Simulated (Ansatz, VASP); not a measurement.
BeS in VASP and in Ansatz

```
Be S
1.0
     0.00000    2.38824    2.38824
     2.38824    0.00000    2.38824
     2.38824    2.38824    0.00000
Be S
1 1
Direct
  0.00000 0.00000 0.00000
  0.25000 0.25000 0.25000
```

Alike in both runs: task single point; functional PBE; k mesh 8 × 8 × 8; no spin polarisation.

|  | VASP | Ansatz |
| --- | --- | --- |
| version | VASP 6.6.1 | Ansatz 0.2.0 |
| potentials or method | VASP PAW PBE potentials, release 64 (Be, S) | plane waves, PAW |
| plane-wave cutoff (eV) | 520 | 420 |
| occupations | gaussian, width 0.01 eV | fixed |
| valence electrons in the cell | 8 | 8 |

```csv
,VASP,Ansatz,Ansatz less VASP
gap on the k mesh at the Fermi level (eV),3.00,3.00,-0.001
pressure (GPa),6.5,6.5,-0.01
```
